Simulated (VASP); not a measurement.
Wanted: the native input for a VASP 6.6.1 run.

- Task: single point
- Functional: PBEsol
- Potentials or basis: VASP PAW PBE potentials, release 64 (Cd, Se)
- Cutoff: 520 eV
- k mesh: 8 × 8 × 8
- Occupations: gaussian, width 0.01 eV
- Spin: no spin polarisation
- Dipole correction: no
- Further INCAR settings: ALGO = Normal; EDIFF = 1e-06; NBANDS = 16

The structure of CdSe lies in POSCAR:

```
CdSe
1.0
    0.0000000000      3.0677809647      3.0677809647
    3.0677809647      0.0000000000      3.0677809647
    3.0677809647      3.0677809647      0.0000000000
Cd Se
1 1
Direct
    0.0000000000      0.0000000000      0.0000000000
    0.2500000000      0.2500000000      0.2500000000
```

These files were run (other wordings do the same):

INCAR

```
SYSTEM = CdSe
PREC     = Accurate       ! precision mode
ENCUT    = 520            ! plane-wave cutoff, eV
EDIFF    = 1E-6           ! SCF threshold, eV
ISMEAR   = 0              ! smearing method
SIGMA    = 0.01           ! smearing width, eV
LREAL    = .False.        ! projectors in reciprocal space
LASPH    = .True.         ! aspherical terms in the spheres
NELM     = 80             ! most SCF steps
ALGO     = Normal         ! electronic algorithm
ISIF     = 2              ! what is computed and relaxed
LWAVE    = .False.        ! write WAVECAR
LCHARG   = .True.         ! write CHGCAR
GGA      = PS             ! functional
LELF     = .True.         ! ELF
LVHAR    = .True.       
NBANDS   = 16             ! bands
```

KPOINTS

```
regular mesh
0
Gamma
  8 8 8
  0 0 0
```

Potentials or basis: VASP PAW PBE potentials, release 64 (Cd, Se).

The run is started by

```sh
$ cat potpaw_PBE.64/Cd/POTCAR potpaw_PBE.64/Se/POTCAR > POTCAR
$ mpirun -np 1 vasp_std > vasp.out
```

It gave:

The pressure is -1.0 GPa and the band gap on the k mesh is 0.43 eV, direct.

Caveat: the PAW data sets were made with another functional, which shifts forces and pressure a little.

Run time: 16 s on 1 thread of Intel(R) Xeon(R) Platinum 8488C (Sapphire Rapids), on a shared host, peak memory 0.18 GiB.
